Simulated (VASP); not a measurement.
A run of VASP 6.6.1:

INCAR

```
SYSTEM = Sb
ALGO = Normal
EDIFF = 1E-6
ENCUT = 500
GGA_COMPAT = .False.
ISIF = 2
ISMEAR = -1
LASPH = .True.
LCHARG = .False.
LREAL = .False.
LWAVE = .False.
NBANDS = 12
NELM = 120
PREC = Accurate
SIGMA = 0.1
```

KPOINTS

```
k-points
0
Gamma
  5 5 5
  0 0 0
```

POSCAR

```
Sb
1.0
    2.1542000000      1.2437279500      3.7580000000
   -2.1542000000      1.2437279500      3.7580000000
    0.0000000000     -2.4874559000      3.7580000000
Sb
2
Direct
    0.2334900000      0.2334900000      0.2334900000
    0.7665100000      0.7665100000      0.7665100000
```

Potentials or basis: VASP PAW LDA potentials, release 64 (Sb).

The run is started by

```sh
$ cat potpaw_LDA.64/Sb/POTCAR > POTCAR
$ mpirun -np 1 vasp_std > vasp.out
```

Hardware: 1 thread of Intel Xeon 8259CL (shared host).

How long does it take, and how much memory?

It took 18 s on 1 thread of Intel Xeon 8259CL (shared host), peak memory 0.17 GiB. Counts: scf iterations 10, k points 19.
